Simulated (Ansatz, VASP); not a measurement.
One calculation of Gd, two programs

```xyz
1
Lattice="0.0000 1.8742 1.8742 1.8742 0.0000 1.8742 1.8742 1.8742 0.0000" Properties=species:S:1:pos:R:3 pbc="T T T"
Gd    0.0000    0.0000    0.0000
```

Change from the starting cell: volume scaled by 0.4, crystal datasets.

Alike in both runs: task single point; functional PBE; k mesh 13 × 13 × 13; occupations fermi-dirac, width 0.05 eV; collinear spin.

|  | VASP | Ansatz |
| --- | --- | --- |
| version | VASP 6.6.1 | Ansatz 0.2.0 |
| potentials or method | VASP PAW PBE potentials, release 64 (Gd), cutoff 520 eV | all-electron PAW with datasets made for the crystal, scalar-relativistic |

VASP gave:

```
pressure (GPa)                                                : 136.3
net moment per atom (μB)                                      : 6.46
size of the moment on the site where the two differ most (μB) : 6.31
```

Estimate Ansatz's values.

pressure (GPa): 133.5; net moment per atom (μB): 6.45; size of the moment on the site where the two differ most (μB): 6.41.

Site moments also hang on the region over which each program counts them. Both programs put the cell under a high pressure, so it lies far from rest at this level. Ansatz ran all-electron here, and VASP with PAW potentials.

Spin-orbit coupling is off throughout. Noted on VASP's run: the cell as given lies far from equilibrium.
